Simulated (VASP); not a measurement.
Crystal: B3Sb2P.

```xyz
6
Lattice="5.1401 0.0000 0.0000 0.0000 5.1401 0.0000 0.0000 0.0000 4.2021" Properties=species:S:1:pos:R:3 pbc="T T T"
B     2.5701    2.5701    0.0000
B     2.5701    2.5701    2.8596
B     2.5701    2.5701    1.3426
Sb    0.0000    2.5701    2.1011
Sb    2.5701    0.0000    2.1011
P     0.0000    0.0000    2.1011
```

* Program: VASP 6.6.1
* Task: relaxation of cell and atoms
* Functional: PBE
* Potentials or basis: VASP PAW PBE potentials, release 64 (B, Sb, P)
* Cutoff: 600 eV
* k mesh: 4 × 4 × 4
* Occupations: gaussian, width 0.1 eV
* Spin: no spin polarisation

At the start: pressure 18.5 GPa; volume 18.50 Å³/atom.

Problem. How do energy, volume and symmetry change on relaxing?

Solution. Over 16 steps the energy falls by 340.8 meV/atom and the volume is 21.84 Å³/atom (+18.1 %); space group P4/mmm (No. 123, to 0.05 Å).

The path:
| step | energy change (eV) | largest force (eV/Å) | pressure (GPa) | volume (Å³) |
| --- | --- | --- | --- | --- |
| 1 | 0.0000 | 8.4010 | 18.53 | 111.02 |
| 2 | 22.3688 | 103.6288 | 25.36 | 147.59 |
| 3 | -0.4172 | 14.0889 | 11.56 | 118.95 |
| 4 | -0.7950 | 9.3687 | 13.00 | 116.28 |
| 5 | -0.8641 | 6.8464 | 14.08 | 114.84 |
| 6 | -0.1268 | 0.3474 | -9.83 | 159.47 |
| 7 | -2.0000 | 0.9641 | -0.77 | 132.08 |
| 8 | -2.0132 | 1.1972 | 0.18 | 130.46 |
| 9 | -2.0137 | 1.2727 | 0.48 | 129.98 |
| 10 | -1.9695 | 1.9097 | 1.92 | 128.09 |
| 11 | -2.0393 | 0.1180 | 0.93 | 129.26 |
| 12 | -2.0393 | 0.0938 | 0.94 | 129.24 |
| 13 | -2.0445 | 0.0476 | 0.10 | 130.80 |
| 14 | -2.0445 | 0.0625 | 0.01 | 130.97 |
| 15 | -2.0448 | 0.0709 | -0.03 | 131.10 |
| 16 | -2.0448 | 0.0380 | -0.02 | 131.07 |

Final structure:
```
B Sb P
1.0
     5.29163    0.00000    0.00000
     0.00000    5.29163    0.00000
     0.00000    0.00000    4.68081
B Sb P
3 2 1
Direct
  0.50000 0.50000 0.00000
  0.50000 0.50000 0.66575
  0.50000 0.50000 0.33425
  0.00000 0.50000 0.50000
  0.50000 0.00000 0.50000
  0.00000 0.00000 0.50000
```

Caveat: the k points lie up to 0.34 Å⁻¹ apart in the final cell; the volume moved by over 15 % at a fixed basis, so the end points are rough.
